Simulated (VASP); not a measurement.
# SiC (P6_3mc) in VASP: further runs

SiC is run at these levels: PBE; tasks: single point.

Everything below comes from runs of VASP 6.6.1. Logs are shortened: lines on timing, memory, paths and dates and some standing lists are left out, and cuts for length are marked.

## 1. The cell of the first run

The structure is hexagonal, space group P6_3mc (No. 186). The conventional cell has a = 3.215 Å, b = 3.215 Å, c = 5.074 Å, α = 90.00°, β = 90.00°, γ = 120.00°. Si (site symmetry 3m) has 4 C at 1.91 to 1.96 Å within 2.5 Å. C (site symmetry 3m) has 4 Si at 1.91 to 1.96 Å within 2.5 Å.

## 2. Single point, PBE (strain +0.040 along x and y, +0.000 along z)

Input file INCAR:

```
SYSTEM = SiC
PREC = Accurate
ENCUT = 520
EDIFF = 1E-6
ISMEAR = 0
SIGMA = 0.05
LREAL = .FALSE.
LASPH = .TRUE.
NELM = 80
ALGO = Normal
ISIF = 2
LWAVE = .FALSE.
LCHARG = .FALSE.
GGA = PE
NBANDS = 16
```

Input file KPOINTS:

```
Automatic mesh
0
G
  12 12 6
  0 0 0
```

Input file POSCAR:

```
SiC
1.0
    3.2154370636      0.0000000000      0.0000000000
   -1.6077185318      2.7846501814      0.0000000000
    0.0000000000      0.0000000000      5.0740211774
Si C
2 2
Direct
    0.3333333333      0.6666666667      0.0045635313
    0.6666666667      0.3333333333      0.5045635313
    0.3333333333      0.6666666667      0.3804364687
    0.6666666667      0.3333333333      0.8804364687
```

Potentials or basis: VASP PAW PBE potentials, release 64 (Si, C).

Launch:

```sh
$ cat potpaw_PBE.64/Si/POTCAR potpaw_PBE.64/C/POTCAR > POTCAR
$ mpirun -np 1 vasp_std > vasp.out
```

OUTCAR:

```text
SYSTEM = SiC
   PREC = Accurate
   ENCUT = 520
   EDIFF = 1E-6
   ISMEAR = 0
   LREAL = .FALSE.
   LASPH = .TRUE.
   NELM = 80
   ISIF = 2
   GGA = PE

 ion  position               nearest neighbor table
   1  0.333  0.667  0.005-   3 1.91   4 1.96   4 1.96   4 1.96   2 3.14   2 3.14   2 3.14   2 3.14
                             2 3.14   2 3.14
   2  0.667  0.333  0.505-   4 1.91   3 1.96   3 1.96   3 1.96   1 3.14   1 3.14   1 3.14   1 3.14
                             1 3.14   1 3.14
   3  0.333  0.667  0.380-   1 1.91   2 1.96   2 1.96   2 1.96
   4  0.667  0.333  0.880-   2 1.91   1 1.96   1 1.96   1 1.96

  LATTYP: Found a hexagonal cell.
 ALAT       =     3.2154370636
 C/A-ratio  =     1.5780191237

  Lattice vectors:

 A1 = (   3.2154370636,   0.0000000000,   0.0000000000)
 A2 = (  -1.6077185318,   2.7846501814,   0.0000000000)
 A3 = (   0.0000000000,   0.0000000000,   5.0740211774)

Analysis of symmetry for initial positions (statically):
=====================================================================
 Subroutine PRICEL returns:
 Original cell was already a primitive cell.

 Routine SETGRP: Setting up the symmetry group for a
 hexagonal supercell.

 Subroutine GETGRP returns: Found 12 space group operations
 (whereof  6 operations were pure point group operations)
 out of a pool of 24 trial point group operations.

The static configuration has the point symmetry C_3v.
 The point group associated with its full space group is C_6v.

Analysis of symmetry for dynamics (positions and initial velocities):
=====================================================================
 Subroutine PRICEL returns:
 Original cell was already a primitive cell.

 Routine SETGRP: Setting up the symmetry group for a
 hexagonal supercell.

 Subroutine GETGRP returns: Found 12 space group operations
 (whereof  6 operations were pure point group operations)
 out of a pool of 24 trial point group operations.

The dynamic configuration has the point symmetry C_3v.
 The point group associated with its full space group is C_6v.

 Subroutine INISYM returns: Found 12 space group operations
 (whereof  6 operations are pure point group operations),
 and found     1 'primitive' translations

----------------------------------------------------------------------------------------

                                     Primitive cell

  volume of cell :      45.4321

  direct lattice vectors                    reciprocal lattice vectors
     3.215437064  0.000000000  0.000000000     0.310999712  0.179555767  0.000000000
    -1.607718532  2.784650181  0.000000000     0.000000000  0.359111535  0.000000000
     0.000000000  0.000000000  5.074021177     0.000000000  0.000000000  0.197082347

  length of vectors
     3.215437064  3.215437064  5.074021177     0.359111535  0.359111535  0.197082347

  position of ions in fractional coordinates (direct lattice)
     0.333333333  0.666666667  0.004563531
     0.666666667  0.333333333  0.504563531
     0.333333333  0.666666667  0.380436469
     0.666666667  0.333333333  0.880436469

  ion indices of the primitive-cell ions
   primitive index   ion index
                 1           1
                 2           2
                 3           3
                 4           4

----------------------------------------------------------------------------------------

 KPOINTS: Automatic mesh

Automatic generation of k-mesh.
 Grid dimensions read from file:
 generate k-points for:   12   12    6

 Generating k-lattice:

  Cartesian coordinates                     Fractional coordinates (reciprocal lattice)
     0.025916643  0.014962981  0.000000000     0.083333333  0.000000000  0.000000000
     0.000000000  0.029925961  0.000000000     0.000000000  0.083333333  0.000000000
     0.000000000  0.000000000  0.032847058     0.000000000  0.000000000  0.166666667

  Length of vectors
     0.029925961  0.029925961  0.032847058

  Shift w.r.t. Gamma in fractional coordinates (k-lattice)
     0.000000000  0.000000000  0.000000000

 Subroutine IBZKPT returns following result:
 ===========================================

 Found     76 irreducible k-points:

 Following reciprocal coordinates:
            Coordinates               Weight
  0.000000  0.000000  0.000000      1.000000
  0.083333  0.000000  0.000000      6.000000
  0.166667 -0.000000  0.000000      6.000000
  0.250000 -0.000000  0.000000      6.000000
  0.333333  0.000000  0.000000      6.000000
  0.416667 -0.000000  0.000000      6.000000
[... 16 lines left out ...]
  0.250000 -0.000000  0.166667     12.000000
  0.333333  0.000000  0.166667     12.000000
 [... further k-points ...]
   k-points           NKPTS =     76   k-points in BZ     NKDIM =     76   number of bands    NBANDS=     16
   number of dos      NEDOS =    301   number of ions     NIONS =      4
   total plane-waves  NPLWV =  23040
   dimension x,y,z NGX =    24 NGY =   24 NGZ =   40
   dimension x,y,z NGXF=    48 NGYF=   48 NGZF=   80
   ions per type =               2   2
   NGX,Y,Z   is equivalent  to a cutoff of  12.41, 12.41, 13.11 a.u.
   NGXF,Y,Z  is equivalent  to a cutoff of  24.82, 24.82, 26.21 a.u.
 SYSTEM =  SiC
   PREC   = accura    normal or accurate (medium, high low for compatibility)
   ISTART =      0    job   : 0-new  1-cont  2-samecut
   ICHARG =      2    charge: 1-file 2-atom 10-const
   ISPIN  =      1    spin polarized calculation?
   LNONCOLLINEAR =      F non collinear calculations
   LSORBIT =      F    spin-orbit coupling
   LASPH  =      T    aspherical Exc in radial PAW
   ENCUT  =  520.0 eV  38.22 Ry    6.18 a.u.   5.98  5.98  9.43*2*pi/ulx,y,z
   NELM   =     80;   NELMIN=  2; NELMDL= -5     # of ELM steps
   EDIFF  = 0.1E-05   stopping-criterion for ELM
   LREAL  =      F    real-space projection
   EDIFFG = 0.1E-04   stopping-criterion for IOM
   NSW    =      0    number of steps for IOM
   IBRION =     -1    ionic relax: 0-MD 1-quasi-New 2-CG
   NFREE  =      0    steps in history (QN), initial steepest desc. (CG)
   ISIF   =      2    stress and relaxation
   ISYM   =      2    0-nonsym 1-usesym 2-fastsym
   POTIM  = 0.5000    time-step for ionic-motion
   TEBEG  =    0.0;   TEEND  =   0.0 temperature during run
   PSTRESS=    0.0 pullay stress
   NELECT =      16.0000    total number of electrons
   NUPDOWN=      -1.0000    fix difference up-down
   EMIN   =  10.00;   EMAX   =-10.00  energy-range for DOS
   EFERMI =   0.00;   METHOD = LEGACY
   ISMEAR =     0;   SIGMA  =   0.05  broadening in eV -4-tet -1-fermi 0-gaus
   EFERMI_NEDOS =   21; number of points for ismear=-14 and -15
   IALGO  =     38    algorithm
   IMIX   =      4    mixing-type and parameters
     AMIX     =   0.40;   BMIX     =  1.00
     AMIX_MAG =   1.60;   BMIX_MAG =  1.00
  volume/ion in A,a.u.               =      11.36        76.65
  Fermi-wavevector in a.u.,A,eV,Ry     =   1.156096  2.184704 18.184971  1.336558
  Thomas-Fermi vector in A             =   2.292719
   LORBIT       =      0    0 simple, 1 ext, 2 COOP (PROOUT), +10 PAW based schemes
   GGA     = PE    functional components
   LHFCALC =     F    Hartree Fock is set to
   AEXX    =    0.0000 exact exchange contribution
   IVDW    =     0    specifies the selected vdW correction
   LEPSILON=     F    determine dielectric tensor
   LRPA    =     F    only Hartree local field effects (RPA)
 non-spin polarized calculation
 Gauss-broadening in eV      SIGMA  =   0.05
  energy-cutoff  :      520.00
  volume of cell :       45.43
 maximum number of plane-waves:      1251
 NGX is ok and might be reduce to    24
   NGX = 11   NGY = 11   NGZ = 19

 number of electron      16.0000000 magnetization

 Free energy of the ion-electron system (eV)
  ---------------------------------------------------
  ext. energy  EPLUGINS =         0.00000000
  ---------------------------------------------------
  free energy    TOTEN  =       -29.88016355 eV

  energy without entropy =      -29.88016355  energy(sigma->0) =      -29.88016355

 E-fermi :   7.4562     XC(G=0): -10.9414

 val. band max:        7.2213334528   @ k =   0.0000   0.0000   0.0000
 cond. band min:       9.5781952522   @ k =   0.5000  -0.0000   0.0000
 fundamental gap:      2.3568617994
 Fermi energy:         7.4562002409

 k-point     1 :       0.0000    0.0000    0.0000
  band No.  band energies     occupation
      1      -7.6152      2.00000
      2      -4.0806      2.00000
      3      -0.9073      2.00000
      4       5.7377      2.00000
      5       5.7377      2.00000
      6       7.2018      2.00000
[... 8 lines left out ...]
     15      15.4923      0.00000
     16      17.9574      0.00000

 k-point     2 :       0.0833    0.0000    0.0000
  band No.  band energies     occupation
      1      -7.5071      2.00000
      2      -3.9915      2.00000
      3      -0.8133      2.00000
      4       5.0773      2.00000
      5       5.5494      2.00000
      6       6.7254      2.00000
[... 8 lines left out ...]
     15      15.7786      0.00000
     16      17.1850      0.00000

 k-point     3 :       0.1667   -0.0000    0.0000
  band No.  band energies     occupation
      1      -7.1859      2.00000
      2      -3.7347      2.00000
      3      -0.5438      2.00000
      4       3.7024      2.00000
      5       5.1189      2.00000
      6       5.6559      2.00000
[... 8 lines left out ...]
     15      16.3737      0.00000
     16      16.4562      0.00000

 k-point     4 :       0.2500   -0.0000    0.0000
  band No.  band energies     occupation
      1      -6.6632      2.00000
      2      -3.3537      2.00000
      3      -0.1649      2.00000
      4       2.2872      2.00000
      5       4.3681      2.00000
      6       4.6483      2.00000
[... 8 lines left out ...]
     15      16.6568      0.00000
     16      17.2933      0.00000
[... 324 lines left out ...]
 k-point    22 :       0.1667   -0.0000    0.1667
  band No.  band energies     occupation
      1      -7.0532      2.00000
      2      -4.2523      2.00000
      3       0.1481      2.00000
      4       3.8405      2.00000
      5       5.2137      2.00000
      6       5.2357      2.00000
[... 8 lines left out ...]
     15      16.2366      0.00000
     16      17.0477      0.00000

 k-point    23 :       0.2500   -0.0000    0.1667
  band No.  band energies     occupation
      1      -6.5328      2.00000
      2      -3.8277      2.00000
      3       0.3718      2.00000
      4       2.5359      2.00000
      5       3.9420      2.00000
      6       4.7492      2.00000
[... 8 lines left out ...]
     15      17.2083      0.00000
     16      17.3708      0.00000

 k-point    24 :       0.3333    0.0000    0.1667
  band No.  band energies     occupation
      1      -5.8417      2.00000
      2      -3.3548      2.00000
      3       0.0855      2.00000
      4       2.0214      2.00000
      5       2.6572      2.00000
      6       4.3624      2.00000
[... 8 lines left out ...]
     15      17.8835      0.00000
     16      18.3625      0.00000

 [... further k-points ...]
[... 5 lines left out ...]
  --------------------------------------------------------------------------------------
  -------------------------------------------------------------------------------------
  Total       -5.6772305     -5.6772305     -0.5670659      0.0000000      0.0000000      0.0000000
  in kB     -200.2092673   -200.2092673    -19.9977530      0.0000000      0.0000000      0.0000000
  external PRESSURE =    -140.1387626 kB  Pullay stress =       0.0000000 kB

 VOLUME and BASIS-vectors are now :
 -----------------------------------------------------------------------------
  energy-cutoff  :      520.00
  volume of cell :       45.43
      direct lattice vectors                 reciprocal lattice vectors
     3.215437064  0.000000000  0.000000000     0.310999712  0.179555767  0.000000000
    -1.607718532  2.784650181  0.000000000     0.000000000  0.359111535  0.000000000
     0.000000000  0.000000000  5.074021177     0.000000000  0.000000000  0.197082347

 POSITION                                       TOTAL-FORCE (eV/Angst)
 -----------------------------------------------------------------------------------
     -0.00000      1.85643      0.02316        -0.000000      0.000000     -0.259349
      1.60772      0.92822      2.56017         0.000000      0.000000     -0.259349
     -0.00000      1.85643      1.93034         0.000000      0.000000      0.259349
      1.60772      0.92822      4.46735        -0.000000     -0.000000      0.259349
 -----------------------------------------------------------------------------------
    total drift:                                0.000000      0.000000     -0.000050

  FREE ENERGIE OF THE ION-ELECTRON SYSTEM (eV)
  ---------------------------------------------------
  free  energy   TOTEN  =       -29.8801635523 eV

  energy  without entropy=      -29.8801635523  energy(sigma->0) =      -29.88016355
```

Wall time 54 s (1 thread of Intel Xeon 8259CL, shared host); peak memory 0.18 GiB.

What came out:

| Property | Result |
| --- | --- |
| Free energy | -29.8802 eV |
| Pressure | -14.0 GPa |
| Largest force | 0.259 eV/Å |
| Band gap on the k mesh | 2.36 eV (least direct gap 3.43 eV) |

Forces in eV/Å, atoms in the order of the input:
```
Si   0.000  0.000 -0.259
Si   0.000  0.000 -0.259
C    0.000  0.000  0.259
C    0.000  0.000  0.259
```

Stress tensor (GPa, compression positive):
```
-20.02   0.00   0.00
  0.00 -20.02   0.00
  0.00   0.00  -2.00
```

Caveat: the cell differs from its parent crystal (strain +0.040 along x and y, +0.000 along z); the cell stands under tension. A k mesh can miss the band edges.

[end of part 1 of 2]
